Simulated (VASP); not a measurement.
Write the native input for VASP 6.6.1 that does the following.

- Task: single point
- Functional: r2SCAN
- Potentials or basis: VASP PAW PBE potentials, release 64 (Zr_sv)
- Cutoff: 520 eV
- k mesh: 8 × 8 × 8
- Occupations: gaussian, width 0.1 eV
- Spin: no spin polarisation
- Dipole correction: no
- Further INCAR settings: ALGO = Normal; EDIFF = 1e-07; NBANDS = 12

The system is Zr.

```xyz
1
Lattice="0.0000 2.1874 2.1874 2.1874 0.0000 2.1874 2.1874 2.1874 0.0000" Properties=species:S:1:pos:R:3 pbc="T T T"
Zr    0.0000    0.0000    0.0000
```

The input as run:

POSCAR

```
Zr
1.0
    0.0000000000      2.1874114493      2.1874114493
    2.1874114493      0.0000000000      2.1874114493
    2.1874114493      2.1874114493      0.0000000000
Zr
1
Direct
    0.0000000000      0.0000000000      0.0000000000
```

INCAR.step1

```
ALGO = Normal
EDIFF = 1E-4
ENCUT = 520
GGA = PE
ISMEAR = 0
LASPH = True
LCHARG = False
LREAL = False
LWAVE = True
NBANDS = 12
NELM = 80
PREC = Accurate
SIGMA = 0.1
```

INCAR.step2

```
ALGO = Normal
EDIFF = 1E-7
ENCUT = 520
ISIF = 2
ISMEAR = 0
ISTART = 1
LASPH = True
LCHARG = True
LELF = True
LMIXTAU = True
LREAL = False
LVHAR = True
LWAVE = False
METAGGA = R2SCAN
NBANDS = 12
NELM = 80
PREC = Accurate
SIGMA = 0.1
```

KPOINTS

```
k-points
0
Gamma
  8 8 8
```

Potentials or basis: VASP PAW PBE potentials, release 64 (Zr_sv).

Run with:

```console
$ cat potpaw_PBE.64/Zr_sv/POTCAR > POTCAR
$ cp INCAR.step1 INCAR
$ mpirun -np 1 vasp_std > vasp.out
$ cp INCAR.step2 INCAR
$ mpirun -np 1 vasp_std > vasp.out
```

Results of the run:

The pressure is 11.2 GPa and the band gap on the k mesh is zero (band 6 reaches 11.30 eV, above the bottom of band 7 at 9.71 eV).

Caveat: the PAW data sets were made with another functional, which shifts forces and pressure a little.

Wall time 12 s on 1 thread of Intel(R) Xeon(R) 6975P-C (Granite Rapids), on a shared host, peak memory 0.14 GiB.
